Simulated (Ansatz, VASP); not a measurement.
**MgO in VASP and in Ansatz**

INCAR

```
ALGO     = Normal         # electronic algorithm
EDIFF    = 1E-6           # SCF threshold, eV
ENCUT    = 600            # plane-wave cutoff, eV
GGA      = PS             # functional
GGA_COMPAT= False        
ISIF     = 2              # what is computed and relaxed
ISMEAR   = 0              # smearing method
LASPH    = True           # aspherical terms in the spheres
LCHARG   = False          # write CHGCAR
LREAL    = False          # projectors in reciprocal space
LWAVE    = False          # write WAVECAR
NBANDS   = 16             # bands
NELM     = 120            # most SCF steps
PREC     = Accurate       # precision mode
SIGMA    = 0.01           # smearing width, eV
```

File KPOINTS:

```
k-points
0
Gamma
  6 6 4
```

File POSCAR:

```
MgO
1.0
    3.4863780000      0.0000000000      0.0000000000
   -1.7431890000      3.0192920000      0.0000000000
    0.0000000000      0.0000000000      4.1780410000
Mg O
2 2
Direct
    0.6666666667      0.3333333333      0.7500000000
    0.3333333333      0.6666666667      0.2500000000
    0.6666666667      0.3333333333      0.2500000000
    0.3333333333      0.6666666667      0.7500000000
```

Input for Ansatz:

```yaml
crystal:
  lattice:
    - [3.486378, 0.0, 0.0]
    - [-1.743189, 3.019292, 0.0]
    - [0.0, 0.0, 4.178041]
  atoms:
    - { symbol: Mg, position: [0.6666666666666666, 0.3333333333333333, 0.75] }
    - { symbol: Mg, position: [0.3333333333333333, 0.6666666666666666, 0.25] }
    - { symbol: O, position: [0.6666666666666666, 0.3333333333333333, 0.25] }
    - { symbol: O, position: [0.3333333333333333, 0.6666666666666666, 0.75] }
kpoints:
  mp_grid:
    grid: [6, 6, 4]
hamiltonian:
  xc: pbesol
scf:
  occupations:
    method: fixed
output:
  optics:
    de: 0.1
    sigma: 0.2
    nscf_kmesh:
      grid: [7, 7, 6]
```

Alike in both runs: task single point; functional PBEsol; k mesh 6 × 6 × 4; no spin polarisation.

```csv
,VASP,Ansatz
version,VASP 6.6.1,Ansatz 0.2.0
potentials or method,"VASP PAW PBE potentials, release 64 (Mg, O)","plane waves, PAW"
plane-wave cutoff (eV),600,420
occupations,"gaussian, width 0.01 eV",fixed
valence electrons in the cell,16,32
```

|  | VASP | Ansatz | Ansatz less VASP |
| --- | --- | --- | --- |
| gap on the k mesh at the Fermi level (eV) | 3.31 | 3.32 | +0.002 |

VASP's potentials were made for PBE, not for PBEsol. VASP's potentials hold 16 valence electrons a cell and Ansatz's 32, so a difference there can come from the potentials and not from the codes.
